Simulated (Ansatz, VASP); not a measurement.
PbS: VASP beside Ansatz

The input INCAR:

```
SYSTEM = PbS
ALGO = Normal
EDIFF = 1E-6
ENCUT = 520
GGA = PS
ISIF = 2
ISMEAR = 0
LASPH = .TRUE.
LCHARG = .FALSE.
LREAL = .FALSE.
LWAVE = .FALSE.
NBANDS = 17
NELM = 100
PREC = Accurate
SIGMA = 0.1
```

The input KPOINTS:

```
k-points
0
G
  12 12 12
  0 0 0
```

Contents of POSCAR:

```
PbS
1.0
    4.0753428478      0.0041714916      0.0000000000
   -2.0340588061      3.5230853867      0.0000000000
    0.0000000000      0.0000000000      3.8294580203
Pb S
1 1
Direct
    0.0084703122      0.0042351561      0.0000000000
    0.6581963578      0.3290981739      0.5000000000
```

Input for Ansatz:

```yaml
crystal:
  lattice:
    - [4.0753428478, 0.0041714916, 0.0]
    - [-2.0340588061, 3.5230853867, 0.0]
    - [0.0, 0.0, 3.8294580203]
  atoms:
    - { symbol: Pb, position: [0.0084703122, 0.0042351561, 0.0] }
    - { symbol: S, position: [0.6581963578, 0.3290981739, 0.5] }
basis:
  ecutwfc: 420
kpoints:
  mp_grid: { grid: [12, 12, 12] }
hamiltonian:
  xc: pbesol
scf:
  occupations: { method: gaussian, width: 0.1 }
output:
  forces: true
  stress: true
  eigenvalues: true
```

Alike in both runs: task single point; functional PBEsol; k mesh 12 × 12 × 12; occupations gaussian, width 0.1 eV; no spin polarisation.

|  | VASP | Ansatz |
| --- | --- | --- |
| version | VASP 6.6.1 | Ansatz 0.2.0 |
| potentials or method | VASP PAW PBE potentials, release 64 (Pb_d, S), cutoff 520 eV | scalar-relativistic, plane waves, PAW |
| valence electrons in the cell | 20 | 20 |

|  | VASP | Ansatz | Ansatz less VASP |
| --- | --- | --- | --- |
| gap on the k mesh at the Fermi level (eV) | none | none | - |
| pressure (GPa) | -3.2 | -3.1 | +0.05 |
| traceless stress, the component that is largest in VASP (GPa) | -0.93 | -0.93 | 0.000 |
| rms of the force components (eV/Å) | 0.053 | 0.052 | -0.0004 |

VASP's potentials were made for PBE, not for PBEsol. Atom by atom the forces differ by 0.000 eV/Å (rms over components). A gap of «none» marks a metal or a gap that the smearing closes. The functional is the same, so the differences come from potentials, cutoffs and numerics. Ansatz's warnings: structure snapped to symmetry.

Neither program's run includes spin-orbit coupling.
